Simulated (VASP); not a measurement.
# Mg6Mn2CdHgTe10 (P1) in VASP: single point with PBEsol

Aim: the single point of Mg6Mn2CdHgTe10 with PBEsol.

Everything below comes from runs of VASP 6.6.1. Logs are shortened: lines on timing, memory, paths and dates and some standing lists are left out, and cuts for length are marked.

### 1 The cell of the first run

The typed cell holds 20 atoms: a = 7.802 Å, b = 7.826 Å, c = 11.943 Å, α = 83.92°, β = 71.80°, γ = 71.26°.

### 2 Single point, PBEsol, collinear spin, ferromagnetic start

INCAR

```
PREC     = Accurate       # precision mode
ENCUT    = 520            # plane-wave cutoff, eV
EDIFF    = 1E-7           # SCF threshold, eV
ISMEAR   = 0              # smearing method
SIGMA    = 0.1            # smearing width, eV
LREAL    = Auto         
LASPH    = True           # aspherical terms in the spheres
NELM     = 150            # most SCF steps
ALGO     = Normal         # electronic algorithm
ISIF     = 2              # what is computed and relaxed
LWAVE    = False          # write WAVECAR
LCHARG   = False          # write CHGCAR
ISPIN    = 2              # spin polarisation
MAGMOM   = 0 0 0 0 0 0 -4 -4 0 0 0 0 0 0 0 0 0 0 0 0 # initial moments
LORBIT   = 11             # projections on sites
LMAXMIX  = 4              # l up to which the mixer works
GGA      = PS             # functional
NBANDS   = 81             # bands
ISYM     = 0
```

KPOINTS

```
Automatic mesh
0
Gamma
  2 2 1
  0.5 0.5 0
```

POSCAR

```
Mg6Mn2CdHgTe10
1.0
    3.1698306971      3.2532367833      6.3439755601
   -3.2236351079     -3.2285706273      6.3585446874
    9.5526773757     -6.4515706425      3.1229436758
Mg Mn Cd Te Hg
6 2 1 10 1
Direct
    0.2010023731      1.0009281423      0.5995575431
    0.9996995283      0.0008224765      0.0023042788
    0.4000226063      1.0014102550      0.1990618156
    0.3001713118      0.5012874560      0.3990665727
    0.7977355710      1.0024309851      0.4032291829
    0.8987086919      0.5011900885      0.2030988258
    0.7002397934      0.4982353298      0.6031003360
    0.5025793383      0.4974261423     -0.0004637920
    0.1002643261      0.4991376500      0.8011588854
    0.5785526697      0.8612570914      0.5989146630
    0.4827616392      0.3825625407      0.8006185959
    0.9792631530      0.8771199775      0.8004297344
    0.3772571903      0.8603238710      0.0019207884
    0.7738370859      0.8764379638      0.2018846071
    0.6738742785      0.3789912027      0.4080411981
    0.1746167710      0.8762609055      0.3991369257
    0.0672378921      0.3772044587      0.5977075400
    0.8654082607      0.3768022231      1.0028749314
    0.2816552925      0.3781542285      0.1929026128
    0.5970603445      0.0015653274      0.8014304331
```

Potentials or basis: VASP PAW PBE potentials, release 64 (Mg, Mn_pv, Cd, Te, Hg).

Command:

```bash
cat potpaw_PBE.64/Mg/POTCAR potpaw_PBE.64/Mn_pv/POTCAR potpaw_PBE.64/Cd/POTCAR potpaw_PBE.64/Te/POTCAR potpaw_PBE.64/Hg/POTCAR > POTCAR
mpirun -np 1 vasp_std > vasp.out
```

OUTCAR:

```text
PREC = Accurate
   ENCUT = 520
   EDIFF = 1E-7
   ISMEAR = 0
   LREAL = Auto
   LASPH = True
   NELM = 150
   ISIF = 2
   ISPIN = 2
   LORBIT = 11
   GGA = PS
   ISYM = 0

 ion  position               nearest neighbor table
   1  0.201  0.001  0.600-  16 2.77  12 2.77  17 2.79  10 2.79
   2  1.000  0.001  0.002-  12 2.76  14 2.78  18 2.79  13 2.79
   3  0.400  0.001  0.199-  14 2.77  13 2.78  16 2.78  19 2.79
   4  0.300  0.501  0.399-  16 2.78  15 2.79  19 2.80  17 2.80
   5  0.798  0.002  0.403-  16 2.77  14 2.77  10 2.79  15 2.79
   6  0.899  0.501  0.203-  14 2.78  18 2.79  19 2.80  15 2.81
[... 12 lines left out ...]
  19  0.282  0.378  0.193-   8 2.70   3 2.79   6 2.80   4 2.80
  20  0.597  0.002  0.801-  12 2.82  10 2.82  11 2.82  13 2.83

IMPORTANT INFORMATION: All symmetrisations will be switched off!
NOSYMM: (Re-)initialisation of all symmetry stuff for point group C_1.

----------------------------------------------------------------------------------------

                                     Primitive cell

  volume of cell :     656.0273

  direct lattice vectors                    reciprocal lattice vectors
     3.169830697  3.253236783  6.343975560     0.047162601  0.107935069  0.078714711
    -3.223635108 -3.228570627  6.358544687    -0.077875232 -0.077287554  0.078544756
     9.552677376 -6.451570643  3.122943676     0.062753214 -0.061897073  0.000385999

  length of vectors
     7.802397204  7.826019560 11.942746167     0.141669671  0.134934045  0.088143987

  position of ions in fractional coordinates (direct lattice)
     0.201002373  0.000928142  0.599557543
     0.999699528  0.000822476  0.002304279
     0.400022606  0.001410255  0.199061816
     0.300171312  0.501287456  0.399066573
     0.797735571  0.002430985  0.403229183
     0.898708692  0.501190089  0.203098826
[... 12 lines left out ...]
     0.281655292  0.378154229  0.192902613
     0.597060345  0.001565327  0.801430433

  ion indices of the primitive-cell ions
   primitive index   ion index
                 1           1
                 2           2
                 3           3
                 4           4
                 5           5
                 6           6
[... 12 lines left out ...]
                19          19
                20          20

----------------------------------------------------------------------------------------

 KPOINTS: Automatic mesh

Automatic generation of k-mesh.
 Grid dimensions read from file:
 generate k-points for:    2    2    1

 Generating k-lattice:

  Cartesian coordinates                     Fractional coordinates (reciprocal lattice)
     0.023581300  0.053967534  0.039357356     0.500000000  0.000000000  0.000000000
    -0.038937616 -0.038643777  0.039272378     0.000000000  0.500000000 -0.000000000
     0.062753214 -0.061897073  0.000385999    -0.000000000  0.000000000  1.000000000

  Length of vectors
     0.070834836  0.067467022  0.088143987

  Shift w.r.t. Gamma in fractional coordinates (k-lattice)
     0.500000000  0.500000000  0.000000000

 Subroutine IBZKPT returns following result:
 ===========================================

 Found      2 irreducible k-points:

 Following reciprocal coordinates:
            Coordinates               Weight
  0.250000  0.250000  0.000000      2.000000
 -0.250000  0.250000  0.000000      2.000000
   k-points           NKPTS =      2   k-points in BZ     NKDIM =      2   number of bands    NBANDS=     81
   number of dos      NEDOS =    301   number of ions     NIONS =     20
   total plane-waves  NPLWV = 324000
   dimension x,y,z NGX =    60 NGY =   60 NGZ =   90
   dimension x,y,z NGXF=   120 NGYF=  120 NGZF=  180
   ions per type =               6   2   1  10   1
   NGX,Y,Z   is equivalent  to a cutoff of  12.78, 12.75, 12.53 a.u.
   NGXF,Y,Z  is equivalent  to a cutoff of  25.57, 25.49, 25.06 a.u.
 SYSTEM =  unknown system
   PREC   = accura    normal or accurate (medium, high low for compatibility)
   ISTART =      0    job   : 0-new  1-cont  2-samecut
   ICHARG =      2    charge: 1-file 2-atom 10-const
   ISPIN  =      2    spin polarized calculation?
   LNONCOLLINEAR =      F non collinear calculations
   LSORBIT =      F    spin-orbit coupling
   LASPH  =      T    aspherical Exc in radial PAW
   ENCUT  =  520.0 eV  38.22 Ry    6.18 a.u.  14.51 14.55 22.21*2*pi/ulx,y,z
   NELM   =    150;   NELMIN=  2; NELMDL= -5     # of ELM steps
   EDIFF  = 0.1E-06   stopping-criterion for ELM
   LREAL  =      T    real-space projection
   EDIFFG = 0.1E-05   stopping-criterion for IOM
   NSW    =      0    number of steps for IOM
   IBRION =     -1    ionic relax: 0-MD 1-quasi-New 2-CG
   NFREE  =      0    steps in history (QN), initial steepest desc. (CG)
   ISIF   =      2    stress and relaxation
   ISYM   =      0    0-nonsym 1-usesym 2-fastsym
   POTIM  = 0.5000    time-step for ionic-motion
   TEBEG  =    0.0;   TEEND  =   0.0 temperature during run
   PSTRESS=    0.0 pullay stress
   NELECT =     122.0000    total number of electrons
   NUPDOWN=      -1.0000    fix difference up-down
   EMIN   =  10.00;   EMAX   =-10.00  energy-range for DOS
   EFERMI =   0.00;   METHOD = LEGACY
   ISMEAR =     0;   SIGMA  =   0.10  broadening in eV -4-tet -1-fermi 0-gaus
   EFERMI_NEDOS =   21; number of points for ismear=-14 and -15
   IALGO  =     38    algorithm
   IMIX   =      4    mixing-type and parameters
     AMIX     =   0.40;   BMIX     =  1.00
     AMIX_MAG =   1.60;   BMIX_MAG =  1.00
  volume/ion in A,a.u.               =      32.80       221.35
  Fermi-wavevector in a.u.,A,eV,Ry     =   0.934446  1.765847 11.880458  0.873189
  Thomas-Fermi vector in A             =   2.061251
   LORBIT       =     11    0 simple, 1 ext, 2 COOP (PROOUT), +10 PAW based schemes
   GGA     = PS    functional components
   LHFCALC =     F    Hartree Fock is set to
   AEXX    =    0.0000 exact exchange contribution
   IVDW    =     0    specifies the selected vdW correction
   LEPSILON=     F    determine dielectric tensor
   LRPA    =     F    only Hartree local field effects (RPA)
 spin polarized calculation
 Gauss-broadening in eV      SIGMA  =   0.10
  energy-cutoff  :      520.00
  volume of cell :      656.03
 maximum number of plane-waves:     17667
 NGX is ok and might be reduce to    60
   NGX = 29   NGY = 29   NGZ = 45

 number of electron     122.0000005 magnetization      -9.9998643

 number of electron     122.0000005 magnetization     -10.0000569

 Free energy of the ion-electron system (eV)
  ---------------------------------------------------
  ext. energy  EPLUGINS =         0.00000000
  ---------------------------------------------------
  free energy    TOTEN  =       -77.22162168 eV

  energy without entropy =      -77.22162168  energy(sigma->0) =      -77.22162168

 E-fermi :   3.2603     XC(G=0):  -8.3975

 val. band max:        2.6452525125   @ k =  -0.2500   0.2500   0.0000
 cond. band min:       3.9183062976   @ k =  -0.2500   0.2500   0.0000
 fundamental gap:      1.2730537850
 Fermi energy:         3.2602529549

 spin component 1

 k-point     1 :       0.2500    0.2500    0.0000
  band No.  band energies     occupation
      1     -42.7408      1.00000
      2     -42.7377      1.00000
      3     -42.7352      1.00000
      4     -42.7327      1.00000
      5     -42.7301      1.00000
      6     -42.7271      1.00000
[... 65 lines left out ...]
     72       5.9936      0.00000
     73       6.0892      0.00000

 k-point     2 :      -0.2500    0.2500    0.0000
  band No.  band energies     occupation
      1     -42.7408      1.00000
      2     -42.7377      1.00000
      3     -42.7352      1.00000
      4     -42.7327      1.00000
      5     -42.7301      1.00000
      6     -42.7271      1.00000
[... 65 lines left out ...]
     72       6.4085      0.00000
     73       6.5235      0.00000
 Fermi energy:         3.2602529549

 spin component 2

 k-point     1 :       0.2500    0.2500    0.0000
  band No.  band energies     occupation
      1     -47.1283      1.00000
      2     -47.1238      1.00000
      3     -47.1218      1.00000
      4     -47.1169      1.00000
      5     -47.1097      1.00000
      6     -47.1033      1.00000
[... 65 lines left out ...]
     72       5.7350      0.00000
     73       5.7631      0.00000

 k-point     2 :      -0.2500    0.2500    0.0000
  band No.  band energies     occupation
      1     -47.1283      1.00000
      2     -47.1238      1.00000
      3     -47.1218      1.00000
      4     -47.1169      1.00000
      5     -47.1097      1.00000
      6     -47.1033      1.00000
[... 65 lines left out ...]
     72       6.2039      0.00000
     73       6.3991      0.00000
 [bands above 73 left out]

------------------------ aborting loop because EDIFF is reached ----------------------------------------

  FORCE on cell =-STRESS in cart. coord.  units (eV):
  Direction    XX          YY          ZZ          XY          YZ          ZX
  --------------------------------------------------------------------------------------
  -------------------------------------------------------------------------------------
  Total        0.2014981      0.2372024      0.2011390      0.0041049      0.0010890     -0.0009829
  in kB        0.4921071      0.5793056      0.4912301      0.0100252      0.0026596     -0.0024004
  external PRESSURE =       0.5208809 kB  Pullay stress =       0.0000000 kB

 VOLUME and BASIS-vectors are now :
 -----------------------------------------------------------------------------
  energy-cutoff  :      520.00
  volume of cell :      656.03
      direct lattice vectors                 reciprocal lattice vectors
     3.169830697  3.253236783  6.343975560     0.047162601  0.107935069  0.078714711
    -3.223635108 -3.228570627  6.358544687    -0.077875232 -0.077287554  0.078544756
     9.552677376 -6.451570643  3.122943676     0.062753214 -0.061897073  0.000385999

 POSITION                                       TOTAL-FORCE (eV/Angst)
 -----------------------------------------------------------------------------------
      6.36153     -3.21718      3.15344         0.004189      0.001007      0.003854
      3.18824      3.23474      6.35450         0.012387      0.002651      0.007114
      3.16503      0.01255      3.16836        -0.015281      0.008936     -0.002110
      3.14768     -3.21652      6.33800        -0.004728      0.006614     -0.004042
      6.37277     -0.01409      6.33553         0.002635     -0.010488     -0.000552
      3.17324     -0.00472      9.52249         0.002468     -0.002797     -0.002508
[... 12 lines left out ...]
      1.51650     -1.54913      4.79375         0.001928     -0.003687     -0.001344
      9.54334     -3.23316      6.30051         0.004536      0.002945     -0.005369
 -----------------------------------------------------------------------------------
    total drift:                               -0.008081      0.004237      0.006118

  FREE ENERGIE OF THE ION-ELECTRON SYSTEM (eV)
  ---------------------------------------------------
  free  energy   TOTEN  =       -77.2216216821 eV

  energy  without entropy=      -77.2216216821  energy(sigma->0) =      -77.22162168

 total charge

# of ion       s       p       d       tot
------------------------------------------
    1        0.176   0.132   0.024   0.332
    2        0.176   0.132   0.024   0.332
    3        0.176   0.131   0.024   0.330
    4        0.175   0.128   0.023   0.326
    5        0.176   0.131   0.024   0.331
    6        0.175   0.128   0.023   0.326
[... 12 lines left out ...]
   19        1.340   2.132   0.015   3.487
   20        0.734   0.398   9.359  10.492
--------------------------------------------------
tot         16.237  34.997  29.051  80.286

 magnetization (x)

# of ion       s       p       d       tot
------------------------------------------
    1       -0.003  -0.002  -0.001  -0.005
    2       -0.003  -0.002  -0.001  -0.005
    3       -0.003  -0.003  -0.001  -0.006
    4       -0.004  -0.004  -0.001  -0.009
    5       -0.003  -0.002  -0.001  -0.006
    6       -0.004  -0.004  -0.001  -0.008
[... 12 lines left out ...]
   19       -0.003  -0.016  -0.005  -0.024
   20       -0.013  -0.013  -0.006  -0.032
--------------------------------------------------
tot         -0.146  -0.302  -8.249  -8.697
```

Wall time 13 min (1 thread of Intel Xeon 8259CL, shared host); peak memory 1 GiB.

What came out:

```
Free energy                                           : -77.2216 eV
Pressure                                              : 0.1 GPa
Largest force                                         : 0.020 eV/Å
Band gap on the k mesh                                : 1.27 eV
Net moment                                            : -10.00 μB per cell
Site moments                                          : Mg -0.01; Mn -4.19; Cd -0.02; Te -0.03, -0.04, -0.01, -0.00, -0.02 (each value once); Hg -0.03 μB
Valence electrons inside the program's atomic spheres : Mg 0.33; Mn 11.39; Cd 10.31; Te 3.46, 3.43, 3.45, 3.50, 3.49, 3.47 (each value once); Hg 10.49
```

Forces in eV/Å, atoms in the order of the input:
```
Mg   0.004  0.001  0.004
Mg   0.012  0.003  0.007
Mg  -0.015  0.009 -0.002
Mg  -0.005  0.007 -0.004
Mg   0.003 -0.010 -0.001
Mg   0.002 -0.003 -0.003
Mn  -0.006 -0.002  0.007
Mn   0.003 -0.015  0.010
Cd   0.006 -0.001 -0.012
Te  -0.015  0.003 -0.005
Te  -0.004  0.002  0.008
Te  -0.003  0.004  0.020
Te   0.004 -0.009 -0.006
Te  -0.003  0.010  0.000
Te   0.003  0.001  0.000
Te   0.004 -0.002 -0.006
Te  -0.002  0.006 -0.008
Te   0.007 -0.002 -0.002
Te   0.002 -0.004 -0.001
Hg   0.005  0.003 -0.005
```

Levels at points of the mesh, in eV from the valence-band top:
Spin up:
```
           k point  band 53  band 54  band 55  band 56  band 57  band 58  band 59  band 60
(0.25, 0.25, 0.00)    -1.01    -0.91    -0.72    -0.63     1.31     1.44     1.49     1.52
```
Spin down:
```
           k point  band 64  band 65  band 66  band 67  band 68  band 69
(0.25, 0.25, 0.00)    -0.34    -0.09    -0.03     1.97     2.66     2.86
```

Caveat: the k points lie up to 0.55 Å⁻¹ apart; the PAW data sets were made with another functional, which shifts forces and pressure a little; spin-orbit coupling is left out, which moves the levels of the heavy elements; a shifted mesh leaves out Γ, where band edges can lie; only a ferromagnetic start was run, and an antiferromagnetic order may lie lower in energy. A k mesh can miss the band edges.
